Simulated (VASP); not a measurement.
Set up this calculation in VASP 6.6.1, as the native input.

```yaml
Task: single point
Functional: r2SCAN
Potentials_or_basis: VASP PAW PBE potentials, release 64 (Al, Cu)
Cutoff: 520 eV
k_mesh: 16 × 16 × 6
Occupations: gaussian, width 0.1 eV
Spin: no spin polarisation
Dipole_correction: no
Further_INCAR_settings: ALGO = Normal; EDIFF = 1e-07; NBANDS = 18
```

Al3Cu:

```
Al Cu
1.0
     2.77378    0.00000    0.00000
     0.00000    2.77378    0.00000
     0.00000    0.00000    7.59186
Al Cu
3 1
Direct
  0.00000 0.00000 0.50000
  0.50000 0.50000 0.22264
  0.50000 0.50000 0.77736
  0.00000 0.00000 0.00000
```

These files were run (other wordings do the same):

POSCAR

```
Al3Cu
1.0
    2.7737808631      0.0000000000      0.0000000000
    0.0000000000      2.7737808631      0.0000000000
    0.0000000000      0.0000000000      7.5918631104
Al Cu
3 1
Direct
    0.0000000000      0.0000000000      0.5000000000
    0.5000000000      0.5000000000      0.2226430009
    0.5000000000      0.5000000000      0.7773569991
    0.0000000000      0.0000000000      0.0000000000
```

INCAR.step1

```
PREC     = Accurate       # precision mode
ENCUT    = 520            # plane-wave cutoff, eV
ISMEAR   = 0              # smearing method
SIGMA    = 0.1            # smearing width, eV
LREAL    = F              # projectors in reciprocal space
LASPH    = T              # aspherical terms in the spheres
NELM     = 60             # most SCF steps
NBANDS   = 18             # bands
GGA      = PE             # functional
ALGO     = Normal         # electronic algorithm
EDIFF    = 1E-4           # SCF threshold, eV
LWAVE    = T              # write WAVECAR
LCHARG   = F              # write CHGCAR
```

INCAR.step2

```
PREC     = Accurate       # precision mode
ENCUT    = 520            # plane-wave cutoff, eV
EDIFF    = 1E-7           # SCF threshold, eV
ISMEAR   = 0              # smearing method
SIGMA    = 0.1            # smearing width, eV
LREAL    = F              # projectors in reciprocal space
LASPH    = T              # aspherical terms in the spheres
NELM     = 60             # most SCF steps
ALGO     = Normal         # electronic algorithm
ISIF     = 2              # what is computed and relaxed
LWAVE    = F              # write WAVECAR
LCHARG   = F              # write CHGCAR
METAGGA  = R2SCAN         # meta-GGA
LMIXTAU  = T            
NBANDS   = 18             # bands
ISTART   = 1
```

KPOINTS

```
regular mesh
0
Gamma
  16 16 6
```

Potentials or basis: VASP PAW PBE potentials, release 64 (Al, Cu).

Launch:

```console
$ cat potpaw_PBE.64/Al/POTCAR potpaw_PBE.64/Cu/POTCAR > POTCAR
$ cp INCAR.step1 INCAR
$ mpirun -np 1 vasp_std > vasp.out
$ cp INCAR.step2 INCAR
$ mpirun -np 1 vasp_std > vasp.out
```

It gave:

```json
{
  "Pressure": "-0.2 GPa",
  "Largest force": "0.017 eV/Å",
  "Band gap on the k mesh": "zero (band 10 reaches 12.95 eV, above the bottom of band 11 at 6.56 eV)"
}
```

Caveat: the PAW data sets were made with another functional, which shifts forces and pressure a little.

Run time: 10 min on 1 thread of Intel(R) Xeon(R) Platinum 8488C (Sapphire Rapids), with other jobs on the host, peak memory 0.31 GiB.
